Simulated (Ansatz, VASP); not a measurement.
**La in VASP and in Ansatz**

Contents of INCAR:

```
SYSTEM = La
PREC = Accurate
ENCUT = 600
EDIFF = 1E-7
ISMEAR = -1
SIGMA = 0.08
LREAL = .False.
LASPH = .True.
NELM = 80
ALGO = Normal
ISIF = 3
LWAVE = .False.
LCHARG = .False.
GGA = PE
IBRION = 2
NSW = 60
EDIFFG = -0.005
```

The input KPOINTS:

```
regular mesh
0
Gamma
  12 12 11
  0 0 0
```

File POSCAR:

```
La
1.0
    3.6262864059      0.0000000000      0.0000000000
   -1.8131432030      3.1404561489      0.0000000000
    0.0000000000      0.0000000000      3.4087092216
La
1
Direct
    0.0000000000      0.0000000000      0.0000000000
```

Input for Ansatz:

```yaml
crystal:
  lattice:
    - [3.6262864059, 0.0, 0.0]
    - [-1.813143203, 3.1404561489, 0.0]
    - [0.0, 0.0, 3.4087092216]
  atoms:
    - { symbol: La, position: [0.0, 0.0, 0.0] }
kpoints:
  mp_grid: { grid: [12, 12, 11] }
scf:
  occupations: { method: fermi_dirac, width: 0.08 }
hamiltonian:
  xc: pbe
  pseudopotentials: { kind: paw }
output:
  forces: true
  stress: true
  write_density: true
  write_potential: true
  elf: true
  volumetric_format: npy
relax:
  f_tol: 0.005
  max_steps: 40
  cell: {}
```

Alike in both runs: task relaxation of cell and atoms; functional PBE; k mesh 12 × 12 × 11; occupations fermi-dirac, width 0.08 eV; no spin polarisation.

```csv
,VASP,Ansatz
version,VASP 6.6.1,Ansatz 0.2.0
potentials or method,"VASP PAW PBE potentials, release 64 (La)","PAW with Ansatz's default frozen-core files, scalar-relativistic"
plane-wave cutoff (eV),600,420
valence electrons in the cell,11,11
```

Ansatz gave:

| Item | Value |
| --- | --- |
| relaxed volume (Å³/atom) | 36.95 |
| relaxed cell length with the largest relative difference (Å) | 3.499 |

Question: Estimate VASP's values.

Answer: Relaxed volume (Å³/atom): 37.01; relaxed cell length with the largest relative difference (Å): 3.502.

Spin-orbit coupling is off throughout.
